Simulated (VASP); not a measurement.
# BeAs2 (Fd-3m) in VASP: notebook, part 2 of 2

VASP 6.6.1. The steps go on from the part before.

**4. Relaxation of cell and atoms, PBE**

This run uses another cell than the first one, of 18.83 Å³/atom.

INCAR reads:

```
ALGO = Normal
EDIFF = 1E-6
EDIFFG = -0.01
ENCUT = 600
GGA = PE
IBRION = 2
ISIF = 3
ISMEAR = 0
LASPH = True
LCHARG = False
LREAL = False
LWAVE = False
NELM = 80
NSW = 100
PREC = Accurate
SIGMA = 0.1
```

KPOINTS reads:

```
k-points
0
Gamma
  8 8 8
```

POSCAR reads:

```
BeAs2
1.0
    0.0000000000      3.8370341217      3.8370341217
    3.8370341217      0.0000000000      3.8370341217
    3.8370341217      3.8370341217      0.0000000000
Be As
2 4
Direct
    0.5000000000      0.5000000000      0.5000000000
    0.7500000000      0.7500000000      0.7500000000
    0.1250000000      0.1250000000      0.1250000000
    0.6250000000      0.1250000000      0.1250000000
    0.1250000000      0.1250000000      0.6250000000
    0.1250000000      0.6250000000      0.1250000000
```

Potentials or basis: VASP PAW PBE potentials, release 64 (Be, As).

The run is started by

```sh
cat potpaw_PBE.64/Be/POTCAR potpaw_PBE.64/As/POTCAR > POTCAR
mpirun -np 1 vasp_std > vasp.out
```

OUTCAR:

```text
EDIFF = 1E-6
   EDIFFG = -0.01
   ENCUT = 600
   GGA = PE
   IBRION = 2
   ISIF = 3
   ISMEAR = 0
   LASPH = True
   LREAL = False
   NELM = 80
   NSW = 100
   PREC = Accurate

 ion  position               nearest neighbor table
   1  0.500  0.500  0.500-
   2  0.750  0.750  0.750-
   3  0.125  0.125  0.125-   4 2.71   5 2.71   6 2.71   5 2.71   6 2.71   4 2.71
   4  0.625  0.125  0.125-   3 2.71   5 2.71   6 2.71   3 2.71   5 2.71   6 2.71
   5  0.125  0.125  0.625-   3 2.71   3 2.71   4 2.71   6 2.71   6 2.71   4 2.71
   6  0.125  0.625  0.125-   3 2.71   5 2.71   3 2.71   4 2.71   5 2.71   4 2.71

  LATTYP: Found a face centered cubic cell.
 ALAT       =     7.6740682434

  Lattice vectors:

 A1 = (   0.0000000000,   3.8370341217,   3.8370341217)
 A2 = (   3.8370341217,   0.0000000000,   3.8370341217)
 A3 = (   3.8370341217,   3.8370341217,   0.0000000000)

Analysis of symmetry for initial positions (statically):
=====================================================================
 Subroutine PRICEL returns:
 Original cell was already a primitive cell.

 Routine SETGRP: Setting up the symmetry group for a
 face centered cubic supercell.

 Subroutine GETGRP returns: Found 48 space group operations
 (whereof 24 operations were pure point group operations)
 out of a pool of 48 trial point group operations.

The static configuration has the point symmetry T_d .
 The point group associated with its full space group is O_h .

Analysis of symmetry for dynamics (positions and initial velocities):
=====================================================================
 Subroutine PRICEL returns:
 Original cell was already a primitive cell.

 Routine SETGRP: Setting up the symmetry group for a
 face centered cubic supercell.

 Subroutine GETGRP returns: Found 48 space group operations
 (whereof 24 operations were pure point group operations)
[... 191 lines left out ...]
    total drift:                                0.000000      0.000000      0.000000

  FREE ENERGIE OF THE ION-ELECTRON SYSTEM (eV)
  ---------------------------------------------------
  free  energy   TOTEN  =       -20.2385314935 eV

  energy  without entropy=      -20.2144798216  energy(sigma->0) =      -20.22650566

--------------------------------------- Ionic step        2  -------------------------------------------

 number of electron      24.0000000 magnetization

 Free energy of the ion-electron system (eV)
  ---------------------------------------------------
  ext. energy  EPLUGINS =         0.00000000
  ---------------------------------------------------
  free energy    TOTEN  =       -20.23906478 eV

  energy without entropy =      -20.21470658  energy(sigma->0) =      -20.22688568

 E-fermi :   5.1751     XC(G=0):  -9.8278

 val. band max:        5.1224643263   @ k =  -0.2500   0.1250   0.0000
 cond. band min:       5.1784982713   @ k =   0.5000   0.3750   0.0000
 fundamental gap:      0.0560339450
 Fermi energy:         5.1750617700

 k-point     1 :       0.0000    0.0000    0.0000
  band No.  band energies     occupation
      1      -9.9107      2.00000
      2      -4.2478      2.00000
      3      -4.2478      2.00000
      4      -4.2478      2.00000
      5      -2.8800      2.00000
      6      -0.0772      2.00000
[... 433 lines left out ...]
      3      -4.9923      2.00000
      4      -4.7071      2.00000
      5      -0.8469      2.00000
      6       0.2325      2.00000
[... 8 lines left out ...]
     15       6.9255      0.00000
     16       7.2589      0.00000

 [... further k-points ...]

------------------------ aborting loop because EDIFF is reached ----------------------------------------

  FORCE on cell =-STRESS in cart. coord.  units (eV):
  Direction    XX          YY          ZZ          XY          YZ          ZX
  --------------------------------------------------------------------------------------
  -------------------------------------------------------------------------------------
  Total       -0.0226571     -0.0226571     -0.0226571      0.0000000      0.0000000     -0.0000000
  in kB       -0.3195493     -0.3195493     -0.3195493      0.0000000      0.0000000     -0.0000000
  external PRESSURE =      -0.3195493 kB  Pullay stress =       0.0000000 kB

 VOLUME and BASIS-vectors are now :
 -----------------------------------------------------------------------------
  energy-cutoff  :      600.00
  volume of cell :      113.60
      direct lattice vectors                 reciprocal lattice vectors
     0.000000000  3.843990715  3.843990715    -0.130073155  0.130073155  0.130073155
     3.843990715 -0.000000000  3.843990715     0.130073155 -0.130073155  0.130073155
     3.843990715  3.843990715  0.000000000     0.130073155  0.130073155 -0.130073155

 POSITION                                       TOTAL-FORCE (eV/Angst)
 -----------------------------------------------------------------------------------
      3.84399      3.84399      3.84399        -0.000000      0.000000      0.000000
      5.76599      5.76599      5.76599         0.000000     -0.000000     -0.000000
      0.96100      0.96100      0.96100         0.000000      0.000000     -0.000000
      0.96100      2.88299      2.88299         0.000000      0.000000     -0.000000
      2.88299      2.88299      0.96100         0.000000      0.000000     -0.000000
      2.88299      0.96100      2.88299         0.000000      0.000000     -0.000000
 -----------------------------------------------------------------------------------
    total drift:                                0.000000      0.000000      0.000000

  FREE ENERGIE OF THE ION-ELECTRON SYSTEM (eV)
  ---------------------------------------------------
  free  energy   TOTEN  =       -20.2390647798 eV

  energy  without entropy=      -20.2147065775  energy(sigma->0) =      -20.22688568

 reached required accuracy - stopping structural energy minimisation
```

OSZICAR:

```text
N       E                     dE             d eps       ncg     rms          rms(c)
DAV:   1     0.876082141410E+02    0.87608E+02   -0.10358E+04   928   0.140E+03
DAV:   2    -0.128535437494E+02   -0.10046E+03   -0.98958E+02  1208   0.183E+02
DAV:   3    -0.202051946267E+02   -0.73517E+01   -0.72375E+01  1336   0.556E+01
[... 12 lines left out ...]
DAV:   3    -0.202390989736E+02    0.17487E-03   -0.65493E-04  1280   0.122E-01    0.278E-02
DAV:   4    -0.202390672516E+02    0.31722E-04   -0.89237E-05  1160   0.445E-02    0.792E-03
DAV:   5    -0.202390638764E+02    0.33752E-05   -0.10740E-05  1200   0.169E-02    0.476E-03
DAV:   6    -0.202390649433E+02   -0.10669E-05   -0.81843E-07   776   0.557E-03    0.901E-04
DAV:   7    -0.202390647798E+02    0.16349E-06   -0.19764E-07   712   0.284E-03
   2 F= -.20239065E+02 E0= -.20226886E+02  d E =-.533286E-03
```

Wall time 75 s (1 thread of AMD EPYC 9R45 (Zen 5), shared host); peak memory 0.32 GiB.

What came out:

```yaml
Free_energy: -20.2391 eV
Relaxed_volume: 18.93 Å³/atom
Relaxed_cell: a = 5.436 Å, b = 5.436 Å, c = 5.436 Å, α = 60.00°, β = 60.00°, γ = 60.00°
Space_group_after_relaxing_to_0.1_Å: Fd-3m (No. 227)
Energy_gained_by_relaxing: 0.1 meV/atom
Ionic_steps: 2
Pressure_after_relaxing: 0.0 GPa
Band_gap_on_the_k_mesh: zero (bands 12 and 13 overlap by 1.44 eV)
```

Step by step:
```csv
step,energy change (eV),largest force (eV/Å),pressure (GPa),volume (Å³)
1,0.0000,0.0000,0.32,112.98
2,-0.0005,0.0000,-0.03,113.60
```

Final structure:
```cif
data_structure
_symmetry_space_group_name_H-M 'P 1'
_symmetry_Int_Tables_number 1
_cell_length_a 5.4362
_cell_length_b 5.4362
_cell_length_c 5.4362
_cell_angle_alpha 60.000
_cell_angle_beta 60.000
_cell_angle_gamma 60.000
_cell_volume 113.60
loop_
_atom_site_label
_atom_site_type_symbol
_atom_site_fract_x
_atom_site_fract_y
_atom_site_fract_z
_atom_site_occupancy
Be1 Be 0.50000 0.50000 0.50000 1
Be2 Be 0.75000 0.75000 0.75000 1
As1 As 0.12500 0.12500 0.12500 1
As2 As 0.62500 0.12500 0.12500 1
As3 As 0.12500 0.12500 0.62500 1
As4 As 0.12500 0.62500 0.12500 1
```

**5. Summary**

| task | cell | k mesh | cutoff (eV) | gap on the mesh (eV) | pressure (GPa) | relaxed volume (Å³/atom) |
| --- | --- | --- | --- | --- | --- | --- |
| relaxation of cell and atoms | relaxed from a = 5.196 Å, angles 60.0°, 6 atoms | 4 × 4 × 4 | 600 | none | 0.1 | 18.81 |
| single point | a = 5.431 Å, angles 60.0°, 6 atoms | 8 × 8 × 8 | 520 | none | 0.1 | - |
| relaxation of cell and atoms | relaxed from a = 5.426 Å, angles 60.0°, 6 atoms | 8 × 8 × 8 | 600 | none | 0.0 | 18.93 |

Alike in all rows: level PBE; potentials or basis VASP PAW PBE potentials, release 64 (Be, As); no spin polarisation; smearing gaussian 0.1 eV.

Caveats: some runs use coarse meshes.

Absolute energies hang on the potentials; compare differences alone.

The gap in the log of VASP goes by the Fermi energy; the results here count the filled bands.